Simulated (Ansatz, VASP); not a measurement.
## ZnSe in VASP and in Ansatz

```xyz
4
Lattice="4.1077 0.0000 0.0000 0.0000 4.1077 0.0000 0.0000 0.0000 6.0704" Properties=species:S:1:pos:R:3 pbc="T T T"
Zn    4.1077    0.0000    0.0000
Zn    2.0539    2.0539    0.0000
Se    4.1077    2.0539    1.4950
Se    2.0539    0.0000    4.5753
```

Alike in both runs: task single point; functional BLYP; k mesh 6 × 6 × 4; no spin polarisation.

```csv
,VASP,Ansatz
version,VASP 6.6.1,Ansatz 0.2.0
potentials or method,"VASP PAW PBE potentials, release 64 (Zn, Se), cutoff 500 eV","plane waves, PAW"
occupations,"gaussian, width 0.01 eV",fixed
valence electrons in the cell,36,56
```

|  | VASP | Ansatz | Ansatz less VASP |
| --- | --- | --- | --- |
| gap on the k mesh at the Fermi level (eV) | 1.83 | 1.82 | -0.004 |
| pressure (GPa) | 3.0 | 2.7 | -0.26 |
| traceless stress, the component that is largest in VASP (GPa) | -0.76 | -0.75 | +0.017 |

VASP's potentials were made for PBE, not for BLYP. VASP's potentials hold 36 valence electrons a cell and Ansatz's 56, so a difference there can come from the potentials and not from the codes.
